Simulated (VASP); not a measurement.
## WS2: electric field gradients with LDA

The system is WS2.

```
CELL_PARAMETERS angstrom
1.59243 0.91939 6.48980
-1.59243 0.91939 6.48980
0.00000 -1.83878 6.48980
ATOMIC_POSITIONS crystal
W 0.99933 0.99933 0.99933
S 0.58589 0.58589 0.58589
S 0.74608 0.74608 0.74608
```

```yaml
Program: VASP 6.6.1
Task: electric field gradients
Functional: LDA
Potentials_or_basis: VASP PAW LDA potentials, release 64 (W_sv, S)
Cutoff: 520 eV
k_mesh: 10 × 10 × 10
Occupations: fermi-dirac, width 0.03 eV
Spin: no spin polarisation
Dipole_correction: no
Further_INCAR_settings: ALGO = Normal; EDIFF = 1e-08; NBANDS = 20
```

```json
{
 "Pressure": "-5.3 GPa",
 "Largest force": "0.286 eV/Å",
 "Band gap on the k mesh": "1.24 eV, indirect (least direct gap 2.13 eV)"
}
```

Forces in eV/Å, atoms in the order of the input:
```
W    0.000  0.000 -0.005
S    0.000  0.000  0.286
S    0.000  0.000 -0.281
```

Stress tensor (GPa, compression positive):
```
-6.01  0.00  0.00
 0.00 -6.01  0.00
 0.00  0.00 -4.02
```

Levels at points of the mesh, in eV from the valence-band top:
| k point | band 10 | band 11 | band 12 | band 13 | band 14 | band 15 | band 16 | band 17 |
| --- | --- | --- | --- | --- | --- | --- | --- | --- |
| (0.00, 0.00, 0.00) | -2.20 | -2.20 | -1.68 | -0.98 | 2.31 | 2.31 | 2.57 | 2.57 |
| (0.50, 0.00, 0.00) | -3.99 | -2.42 | -1.74 | -1.51 | 2.27 | 2.64 | 3.61 | 4.06 |
| (0.50, 0.50, 0.00) | -3.95 | -2.83 | -1.84 | -1.38 | 2.24 | 2.75 | 3.26 | 4.34 |
| (0.50, 0.50, 0.50) | -3.38 | -2.18 | -2.18 | 0.00 | 2.36 | 2.36 | 2.50 | 2.50 |

Electric field gradients, principal values (V/Å²):
| atom | least | middle | greatest (by size) |
| --- | --- | --- | --- |
| 1 W | 81.633 | 81.633 | -163.266 |
| 2 S | 24.563 | 24.563 | -49.126 |
| 3 S | 24.941 | 24.941 | -49.881 |

It took 3.4 min on 1 thread of Intel(R) Xeon(R) 6975P-C (Granite Rapids), with other jobs on the host, peak memory 0.35 GiB.

Caveat: without QUAD_EFG the Cq values of the log hold for a quadrupole moment of 1 mb, not for the nuclei; spin-orbit coupling is left out, which moves the levels of the heavy elements. As with any semilocal functional, this LDA gap is likely too small.
